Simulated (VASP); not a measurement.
## Na2S: G0W0 quasiparticle levels with LDA

The system is Na2S.

```
CELL_PARAMETERS angstrom
0.00000 3.25543 3.25543
3.25543 0.00000 3.25543
3.25543 3.25543 0.00000
ATOMIC_POSITIONS crystal
Na 0.25000 0.25000 0.25000
Na 0.75000 0.75000 0.75000
S 0.00000 0.00000 0.00000
```

* Program: VASP 6.6.1
* Task: G0W0 quasiparticle levels
* Functional: LDA
* Potentials or basis: VASP PAW LDA potentials, release 64 (Na_sv_GW, S_GW)
* Cutoff: 500 eV
* k mesh: 4 × 4 × 4
* Occupations: gaussian, width 0.01 eV
* Spin: no spin polarisation
* Dipole correction: no
* GW scheme: G0W0
* GW iterations: 1
* Cutoff of the response function: 140
* Frequency points: 96
* Empty bands: 259
* Further INCAR settings: ALGO = EVGW0; EDIFF = 1e-08; NBANDS = 271

| Quantity | Value |
| --- | --- |
| Quasiparticle gap | 4.09 eV |
| Least direct quasiparticle gap | 4.09 eV |
| Band gap of the starting levels on the mesh | 2.30 eV |
| Least direct gap of the starting levels on the mesh | 2.30 eV |

Run time: 6.5 min on 1 thread of Intel(R) Xeon(R) 6975P-C (Granite Rapids), with other jobs on the host, peak memory 0.96 GiB.

Caveat: the k points lie up to 0.42 Å⁻¹ apart; bands, screening cutoff and mesh are small and nothing is extrapolated, so the quasiparticle values aren't converged.
